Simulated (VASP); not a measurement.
# Y (Im-3m) in VASP: a series of runs

The runs below take Y through single point, relaxation of cell and atoms, with LDA.

All numbers are computed with VASP 6.6.1; they aren't measurements. Logs are shortened: lines on timing, memory, paths and dates and some standing lists are left out, and cuts for length are marked.

## (1) The cell of the first run

It takes space group Im-3m (No. 229, cubic). The conventional cell has a = 2.890 Å, b = 2.890 Å, c = 2.890 Å, α = 90.00°, β = 90.00°, γ = 90.00°. Within 3.3 Å of Y (site symmetry m-3m) lie 14 Y at 2.50 to 2.89 Å.

## (2) Single point, LDA

Input file INCAR:

```
PREC = Accurate
ENCUT = 520
EDIFF = 1E-6
ISMEAR = -1
SIGMA = 0.05
LREAL = False
LASPH = True
NELM = 60
ALGO = Normal
ISIF = 2
LWAVE = False
LCHARG = False
GGA = CA
NBANDS = 12
```

Input file KPOINTS:

```
Automatic mesh
0
Gamma
  18 18 18
```

Input file POSCAR:

```
Y
1.0
   -1.4451653789      1.4451653789      1.4451653789
    1.4451653789     -1.4451653789      1.4451653789
    1.4451653789      1.4451653789     -1.4451653789
Y
1
Direct
    0.0000000000      0.0000000000      0.0000000000
```

Potentials or basis: VASP PAW LDA potentials, release 64 (Y_sv).

Launch:

```console
$ cat potpaw_LDA.64/Y_sv/POTCAR > POTCAR
$ mpirun -np 1 vasp_std > vasp.out
```

OUTCAR:

```text
PREC = Accurate
   ENCUT = 520
   EDIFF = 1E-6
   ISMEAR = -1
   LREAL = False
   LASPH = True
   NELM = 60
   ISIF = 2
   GGA = CA

 ion  position               nearest neighbor table
   1  0.000  0.000  0.000-

  LATTYP: Found a body centered cubic cell.
 ALAT       =     2.8903307578

  Lattice vectors:

 A1 = (  -1.4451653789,   1.4451653789,   1.4451653789)
 A2 = (   1.4451653789,  -1.4451653789,   1.4451653789)
 A3 = (   1.4451653789,   1.4451653789,  -1.4451653789)

Analysis of symmetry for initial positions (statically):
=====================================================================
 Subroutine PRICEL returns:
 Original cell was already a primitive cell.

 Routine SETGRP: Setting up the symmetry group for a
 body centered cubic supercell.

 Subroutine GETGRP returns: Found 48 space group operations
 (whereof 48 operations were pure point group operations)
 out of a pool of 48 trial point group operations.

The static configuration has the point symmetry O_h .

Analysis of symmetry for dynamics (positions and initial velocities):
=====================================================================
 Subroutine PRICEL returns:
 Original cell was already a primitive cell.

 Routine SETGRP: Setting up the symmetry group for a
 body centered cubic supercell.

 Subroutine GETGRP returns: Found 48 space group operations
 (whereof 48 operations were pure point group operations)
 out of a pool of 48 trial point group operations.

The dynamic configuration has the point symmetry O_h .

 Subroutine INISYM returns: Found 48 space group operations
 (whereof 48 operations are pure point group operations),
 and found     1 'primitive' translations

----------------------------------------------------------------------------------------

                                     Primitive cell

  volume of cell :      12.0729

  direct lattice vectors                    reciprocal lattice vectors
    -1.445165379  1.445165379  1.445165379     0.000000000  0.345981164  0.345981164
     1.445165379 -1.445165379  1.445165379     0.345981164  0.000000000  0.345981164
     1.445165379  1.445165379 -1.445165379     0.345981164  0.345981164  0.000000000

  length of vectors
     2.503099862  2.503099862  2.503099862     0.489291254  0.489291254  0.489291254

  position of ions in fractional coordinates (direct lattice)
     0.000000000  0.000000000  0.000000000

  ion indices of the primitive-cell ions
   primitive index   ion index
                 1           1

----------------------------------------------------------------------------------------

 KPOINTS: Automatic mesh

Automatic generation of k-mesh.
 Grid dimensions read from file:
 generate k-points for:   18   18   18

 Generating k-lattice:

  Cartesian coordinates                     Fractional coordinates (reciprocal lattice)
     0.000000000  0.019221176  0.019221176     0.055555556  0.000000000  0.000000000
     0.019221176  0.000000000  0.019221176     0.000000000  0.055555556  0.000000000
     0.019221176  0.019221176  0.000000000     0.000000000  0.000000000  0.055555556

  Length of vectors
     0.027182847  0.027182847  0.027182847

  Shift w.r.t. Gamma in fractional coordinates (k-lattice)
     0.000000000  0.000000000  0.000000000

 Subroutine IBZKPT returns following result:
 ===========================================

 Found    195 irreducible k-points:

 Following reciprocal coordinates:
            Coordinates               Weight
  0.000000  0.000000  0.000000      1.000000
  0.055556  0.000000  0.000000     12.000000
  0.111111  0.000000  0.000000     12.000000
  0.166667  0.000000  0.000000     12.000000
  0.222222  0.000000  0.000000     12.000000
  0.277778  0.000000  0.000000     12.000000
[... 16 lines left out ...]
  0.333333  0.111111 -0.000000     48.000000
  0.388889  0.111111 -0.000000     48.000000
 [... further k-points ...]
   k-points           NKPTS =    195   k-points in BZ     NKDIM =    195   number of bands    NBANDS=     12
   number of dos      NEDOS =    301   number of ions     NIONS =      1
   total plane-waves  NPLWV =   8000
   dimension x,y,z NGX =    20 NGY =   20 NGZ =   20
   dimension x,y,z NGXF=    40 NGYF=   40 NGZF=   40
   ions per type =               1
   NGX,Y,Z   is equivalent  to a cutoff of  13.28, 13.28, 13.28 a.u.
   NGXF,Y,Z  is equivalent  to a cutoff of  26.57, 26.57, 26.57 a.u.
 SYSTEM =  unknown system
   PREC   = accura    normal or accurate (medium, high low for compatibility)
   ISTART =      0    job   : 0-new  1-cont  2-samecut
   ICHARG =      2    charge: 1-file 2-atom 10-const
   ISPIN  =      1    spin polarized calculation?
   LNONCOLLINEAR =      F non collinear calculations
   LSORBIT =      F    spin-orbit coupling
   LASPH  =      T    aspherical Exc in radial PAW
   ENCUT  =  520.0 eV  38.22 Ry    6.18 a.u.   4.65  4.65  4.65*2*pi/ulx,y,z
   NELM   =     60;   NELMIN=  2; NELMDL= -5     # of ELM steps
   EDIFF  = 0.1E-05   stopping-criterion for ELM
   LREAL  =      F    real-space projection
   EDIFFG = 0.1E-04   stopping-criterion for IOM
   NSW    =      0    number of steps for IOM
   IBRION =     -1    ionic relax: 0-MD 1-quasi-New 2-CG
   NFREE  =      0    steps in history (QN), initial steepest desc. (CG)
   ISIF   =      2    stress and relaxation
   ISYM   =      2    0-nonsym 1-usesym 2-fastsym
   POTIM  = 0.5000    time-step for ionic-motion
   TEBEG  =    0.0;   TEEND  =   0.0 temperature during run
   PSTRESS=    0.0 pullay stress
   NELECT =      11.0000    total number of electrons
   NUPDOWN=      -1.0000    fix difference up-down
   EMIN   =  10.00;   EMAX   =-10.00  energy-range for DOS
   EFERMI =   0.00;   METHOD = LEGACY
   ISMEAR =    -1;   SIGMA  =   0.05  broadening in eV -4-tet -1-fermi 0-gaus
   EFERMI_NEDOS =   21; number of points for ismear=-14 and -15
   IALGO  =     38    algorithm
   IMIX   =      4    mixing-type and parameters
     AMIX     =   0.40;   BMIX     =  1.00
     AMIX_MAG =   1.60;   BMIX_MAG =  1.00
  volume/ion in A,a.u.               =      12.07        81.47
  Fermi-wavevector in a.u.,A,eV,Ry     =   1.587090  2.999165 34.271092  2.518854
  Thomas-Fermi vector in A             =   2.686301
   LORBIT       =      0    0 simple, 1 ext, 2 COOP (PROOUT), +10 PAW based schemes
   GGA     = CA    functional components
   LHFCALC =     F    Hartree Fock is set to
   AEXX    =    0.0000 exact exchange contribution
   IVDW    =     0    specifies the selected vdW correction
   LEPSILON=     F    determine dielectric tensor
   LRPA    =     F    only Hartree local field effects (RPA)
 non-spin polarized calculation
  energy-cutoff  :      520.00
  volume of cell :       12.07
 maximum number of plane-waves:       338
   NGX =  9   NGY =  9   NGZ =  9

 number of electron      11.0000000 magnetization

 Free energy of the ion-electron system (eV)
  ---------------------------------------------------
  ext. energy  EPLUGINS =         0.00000000
  ---------------------------------------------------
  free energy    TOTEN  =        -2.27138246 eV

  energy without entropy =       -2.26143807  energy(sigma->0) =       -2.26641026

 E-fermi :   9.6553     XC(G=0): -14.3889

 val. band max:        9.6516589452   @ k =   0.1667   0.1111   0.0556
 cond. band min:       9.6564331751   @ k =  -0.1111   0.1111   0.1111
 fundamental gap:      0.0047742300
 Fermi energy:         9.6553055163

 k-point     1 :       0.0000    0.0000    0.0000
  band No.  band energies     occupation
      1     -33.7712      2.00000
      2      -8.7407      2.00000
      3      -8.7407      2.00000
      4      -8.7407      2.00000
      5       7.6811      2.00000
      6      12.1756      0.00000
      7      12.1756      0.00000
      8      12.1756      0.00000
      9      17.0226      0.00000
     10      17.0226      0.00000
     11      23.6768      0.00000
     12      23.6768      0.00000

 k-point     2 :       0.0556    0.0000    0.0000
  band No.  band energies     occupation
      1     -33.7118      2.00000
      2      -9.0362      2.00000
      3      -8.8236      2.00000
      4      -8.7495      2.00000
      5       7.9721      2.00000
      6      11.9583      0.00000
      7      12.1200      0.00000
      8      12.4419      0.00000
      9      16.5258      0.00000
     10      16.9459      0.00000
     11      24.0081      0.00000
     12      24.1105      0.00000

 k-point     3 :       0.1111    0.0000    0.0000
  band No.  band energies     occupation
      1     -33.5372      2.00000
      2      -9.8402      2.00000
      3      -9.0553      2.00000
      4      -8.7751      2.00000
      5       8.6327      2.00000
      6      11.3963      0.00000
      7      11.9789      0.00000
      8      13.2223      0.00000
      9      15.8175      0.00000
     10      16.7898      0.00000
     11      24.8986      0.00000
     12      25.3220      0.00000
[... 286 lines left out ...]
 k-point    23 :       0.3333    0.1111   -0.0000
  band No.  band energies     occupation
      1     -31.6090      2.00000
      2     -15.4165      2.00000
      3     -11.2022      2.00000
      4      -9.3819      2.00000
      5       6.8071      2.00000
      6       8.7478      2.00000
      7      15.2543      0.00000
      8      17.9247      0.00000
      9      19.9745      0.00000
     10      23.5665      0.00000
     11      25.9804      0.00000
     12      32.3080      0.00000

 k-point    24 :       0.3889    0.1111   -0.0000
  band No.  band energies     occupation
      1     -31.3661      2.00000
      2     -15.9443      2.00000
      3     -11.4145      2.00000
      4      -9.4202      2.00000
      5       6.4503      2.00000
      6       8.5588      2.00000
      7      16.1904      0.00000
      8      17.9372      0.00000
      9      21.0253      0.00000
     10      24.3776      0.00000
     11      25.9673      0.00000
     12      32.8202      0.00000

 [... further k-points ...]

------------------------ aborting loop because EDIFF is reached ----------------------------------------

  FORCE on cell =-STRESS in cart. coord.  units (eV):
  Direction    XX          YY          ZZ          XY          YZ          ZX
  --------------------------------------------------------------------------------------
  -------------------------------------------------------------------------------------
  Total       12.2247550     12.2247550     12.2247550     -0.0000000     -0.0000000     -0.0000000
  in kB     1622.3259220   1622.3259220   1622.3259220     -0.0000000     -0.0000000     -0.0000000
  external PRESSURE =    1622.3259220 kB  Pullay stress =       0.0000000 kB

 VOLUME and BASIS-vectors are now :
 -----------------------------------------------------------------------------
  energy-cutoff  :      520.00
  volume of cell :       12.07
      direct lattice vectors                 reciprocal lattice vectors
    -1.445165379  1.445165379  1.445165379     0.000000000  0.345981164  0.345981164
     1.445165379 -1.445165379  1.445165379     0.345981164  0.000000000  0.345981164
     1.445165379  1.445165379 -1.445165379     0.345981164  0.345981164  0.000000000

 POSITION                                       TOTAL-FORCE (eV/Angst)
 -----------------------------------------------------------------------------------
      0.00000      0.00000      0.00000        -0.000000      0.000000     -0.000000
 -----------------------------------------------------------------------------------
    total drift:                                0.000000      0.000000      0.000000

  FREE ENERGIE OF THE ION-ELECTRON SYSTEM (eV)
  ---------------------------------------------------
  free  energy   TOTEN  =        -2.2713824555 eV

  energy  without entropy=       -2.2614380692  energy(sigma->0) =       -2.26641026
```

It took 14 s on 1 thread of Intel Xeon 6975P-C (Granite Rapids), shared host; peak memory 0.15 GiB.

Results:

- Free energy: -2.2714 eV
- Pressure: 162.2 GPa

## (3) Single point, LDA

Input file INCAR:

```
ALGO = Normal
EDIFF = 1E-6
ENCUT = 520
ISIF = 2
ISMEAR = -1
LASPH = True
LCHARG = False
LREAL = False
LWAVE = False
NBANDS = 12
NELM = 60
PREC = Accurate
SIGMA = 0.05
```

Input file KPOINTS:

```
k-points
0
Gamma
  18 18 18
```

Input file POSCAR:

```
Y
1.0
   -1.4453378440      1.4453378440      1.4453378440
    1.4453378440     -1.4453378440      1.4453378440
    1.4453378440      1.4453378440     -1.4453378440
Y
1
Direct
    0.0000000000      0.0000000000      0.0000000000
```

Potentials or basis: VASP PAW LDA potentials, release 64 (Y_sv).

Launch:

```console
$ cat potpaw_LDA.64/Y_sv/POTCAR > POTCAR
$ mpirun -np 1 vasp_std > vasp.out
```

OUTCAR:

```text
EDIFF = 1E-6
   ENCUT = 520
   ISIF = 2
   ISMEAR = -1
   LASPH = True
   LREAL = False
   NELM = 60
   PREC = Accurate

 ion  position               nearest neighbor table
   1  0.000  0.000  0.000-

  LATTYP: Found a body centered cubic cell.
 ALAT       =     2.8906756880

  Lattice vectors:

 A1 = (  -1.4453378440,   1.4453378440,   1.4453378440)
 A2 = (   1.4453378440,  -1.4453378440,   1.4453378440)
[... 537 lines left out ...]
     11      25.9587      0.00000
     12      32.8096      0.00000

 [... further k-points ...]

------------------------ aborting loop because EDIFF is reached ----------------------------------------

  FORCE on cell =-STRESS in cart. coord.  units (eV):
  Direction    XX          YY          ZZ          XY          YZ          ZX
  --------------------------------------------------------------------------------------
  -------------------------------------------------------------------------------------
  Total       12.2164721     12.2164721     12.2164721     -0.0000000      0.0000000     -0.0000000
  in kB     1620.6464322   1620.6464322   1620.6464322     -0.0000000      0.0000000     -0.0000000
  external PRESSURE =    1620.6464322 kB  Pullay stress =       0.0000000 kB

 VOLUME and BASIS-vectors are now :
 -----------------------------------------------------------------------------
  energy-cutoff  :      520.00
  volume of cell :       12.08
      direct lattice vectors                 reciprocal lattice vectors
    -1.445337844  1.445337844  1.445337844     0.000000000  0.345939880  0.345939880
     1.445337844 -1.445337844  1.445337844     0.345939880  0.000000000  0.345939880
     1.445337844  1.445337844 -1.445337844     0.345939880  0.345939880  0.000000000

 POSITION                                       TOTAL-FORCE (eV/Angst)
 -----------------------------------------------------------------------------------
      0.00000      0.00000      0.00000        -0.000000      0.000000      0.000000
 -----------------------------------------------------------------------------------
    total drift:                                0.000000     -0.000000     -0.000000

  FREE ENERGIE OF THE ION-ELECTRON SYSTEM (eV)
  ---------------------------------------------------
  free  energy   TOTEN  =        -2.2757584399 eV

  energy  without entropy=       -2.2658152586  energy(sigma->0) =       -2.27078685
```

stdout:

```text
POSCAR found type information on POSCAR Y
 POSCAR found :  1 types and       1 ions
 scaLAPACK will be used
 LDA part: xc-table for (Slater(with rela. corr.)+CA(PZ))
 , standard interpolation
 POSCAR, INCAR and KPOINTS ok, starting setup
 FFT: planning ... GRIDC
 FFT: planning ... GRID_SOFT
 FFT: planning ... GRID
 WAVECAR not read
 entering main loop
```

It took 14 s on 1 thread of Intel Xeon 6975P-C (Granite Rapids), shared host; peak memory 0.15 GiB.

Results:

```yaml
Free_energy: -2.2758 eV
Pressure: 162.1 GPa
```

## (4) Relaxation of cell and atoms, LDA, target pressure 160 GPa, at which the enthalpy is minimised

Input file INCAR:

```
PREC = Accurate
ENCUT = 600
EDIFF = 1E-6
ISMEAR = -1
SIGMA = 0.05
LREAL = False
LASPH = True
NELM = 80
ALGO = Normal
ISIF = 3
LWAVE = False
LCHARG = False
GGA = CA
IBRION = 2
NSW = 32
EDIFFG = -0.005
PSTRESS = 1600.0
```

Input file KPOINTS:

```
Automatic mesh
0
Gamma
  18 18 18
```

Input file POSCAR:

```
Y
1.0
   -1.4451653789      1.4451653789      1.4451653789
    1.4451653789     -1.4451653789      1.4451653789
    1.4451653789      1.4451653789     -1.4451653789
Y
1
Direct
    0.0000000000      0.0000000000      0.0000000000
```

Launch:

```console
$ cat potpaw_LDA.64/Y_sv/POTCAR > POTCAR
$ mpirun -np 1 vasp_std > vasp.out
```

Wall time 22 s (1 thread of Intel Xeon 6975P-C (Granite Rapids), shared host); peak memory 0.16 GiB.

The run converged. Its results:

```
Free energy                                            : -2.3255 eV
Relaxed volume                                         : 12.13 Å³/atom
Relaxed cell                                           : a = 2.507 Å, b = 2.507 Å, c = 2.507 Å, α = 109.47°, β = 109.47°, γ = 109.47°
Space group after relaxing (to 0.05 Å)                 : Im-3m (No. 229)
Energy change on relaxing (the enthalpy is what falls) : -53.8 meV/atom
Ionic steps                                            : 3
Pressure after relaxing                                : 160.0 GPa
```

The path:
```csv
step,energy change (eV),largest force (eV/Å),pressure (GPa),volume (Å³)
1,0.0000,0.0000,162.23,12.07
2,-0.2878,0.0000,150.08,12.37
3,-0.0538,0.0000,160.00,12.13
```

Final structure:
```cif
data_structure
_symmetry_space_group_name_H-M 'P 1'
_symmetry_Int_Tables_number 1
_cell_length_a 2.5068
_cell_length_b 2.5068
_cell_length_c 2.5068
_cell_angle_alpha 109.471
_cell_angle_beta 109.471
_cell_angle_gamma 109.471
_cell_volume 12.13
loop_
_atom_site_label
_atom_site_type_symbol
_atom_site_fract_x
_atom_site_fract_y
_atom_site_fract_z
_atom_site_occupancy
Y1 Y 0.00000 0.00000 0.00000 1
```

Levels at points of the mesh, in eV from the Fermi level:
```tsv
k point	band 3	band 4	band 5	band 6	band 7	band 8	band 9
(0.00, 0.00, 0.00)	-18.42	-18.42	-2.04	2.52	2.52	2.52	7.35
(0.50, 0.00, 0.00)	-20.65	-18.73	-4.13	-1.74	8.70	9.95	10.15
(0.50, 0.50, 0.50)	-23.25	-23.25	-6.16	-6.16	13.79	13.79	13.79
```

Caveat: the cell is relaxed towards a set pressure, so the enthalpy falls and the energy may rise.

## (5) Relaxation of cell and atoms, LDA, target pressure 160 GPa, at which the enthalpy is minimised

This run uses another cell than the first one, of 12.22 Å³/atom, 1.012 times its volume.

Input file INCAR:

```
SYSTEM = Y
  ALGO = Normal
  EDIFF = 1E-6
  EDIFFG = -0.005
  ENCUT = 600
  GGA = CA
  IBRION = 2
  ISIF = 3
  ISMEAR = -1
  LASPH = .TRUE.
  LCHARG = .FALSE.
  LREAL = .FALSE.
  LWAVE = .FALSE.
  NELM = 100
  NSW = 60
  PREC = Accurate
  PSTRESS = 1600.0
  SIGMA = 0.05
```

Input file KPOINTS:

```
k-points
0
G
  18 18 18
  0 0 0
```

Input file POSCAR:

```
Y
1.0
   -1.4511105237      1.4511105237      1.4511105237
    1.4511105237     -1.4511105237      1.4511105237
    1.4511105237      1.4511105237     -1.4511105237
Y
1
Direct
    0.0000000000      0.0000000000      0.0000000000
```

Launch:

```console
$ cat potpaw_LDA.64/Y_sv/POTCAR > POTCAR
$ mpirun -np 1 vasp_std > vasp.out
```

It took 27 s on 1 thread of Intel Xeon 6975P-C (Granite Rapids), shared host; peak memory 0.18 GiB.

Results (log left out):

| Property | Result |
| --- | --- |
| Free energy | -2.3256 eV |
| Relaxed volume | 12.13 Å³/atom |
| Relaxed cell | a = 2.507 Å, b = 2.507 Å, c = 2.507 Å, α = 109.47°, β = 109.47°, γ = 109.47° |
| Space group after relaxing (to 0.05 Å) | Im-3m (No. 229) |
| Energy change on relaxing (the enthalpy is what falls) | +94.7 meV/atom |
| Ionic steps | 4 |
| Pressure after relaxing | 160.0 GPa |

Step by step:
```csv
step,energy change (eV),largest force (eV/Å),pressure (GPa),volume (Å³)
1,0.0000,0.0000,156.01,12.22
2,0.5534,0.0000,178.72,11.69
3,0.0967,0.0000,160.09,12.12
4,0.0947,0.0000,160.00,12.13
```

Final structure:
```
Y
1.0
    -1.44730    1.44730    1.44730
     1.44730   -1.44730    1.44730
     1.44730    1.44730   -1.44730
Y
1
Cartesian
  0.0000 0.0000 0.0000
```

Levels at points of the mesh, in eV from the Fermi level:
```
           k point  band 4  band 5  band 6  band 7  band 8  band 9
(0.00, 0.00, 0.00)  -18.42   -2.03    2.52    2.52    2.52    7.35
(0.50, 0.00, 0.00)  -18.73   -4.13   -1.74    8.70    9.95   10.15
(0.50, 0.50, 0.50)  -23.25   -6.16   -6.16   13.79   13.79   13.79
```

Caveat: the cell is relaxed towards a set pressure, so the enthalpy falls and the energy may rise.

## (6) Summary

```tsv
task	cell	cutoff (eV)	gap on the mesh (eV)	pressure (GPa)
single point	a = 2.503 Å, angles 109.5°, 1 atom	520	none	162.1
relaxation of cell and atoms	relaxed to 160 GPa from a = 2.503 Å, angles 109.5°, 1 atom	600	none	160.0
relaxation of cell and atoms	relaxed to 160 GPa from a = 2.513 Å, angles 109.5°, 1 atom	600	none	160.0
```

Alike in all rows: level LDA; potentials or basis VASP PAW LDA potentials, release 64 (Y_sv); no spin polarisation; k mesh 18 × 18 × 18; smearing fermi-dirac 0.05 eV.

Caveats: the cell is relaxed towards a set pressure, so the enthalpy falls and the energy may rise (some runs).

Absolute energies hang on the potentials; compare differences alone.
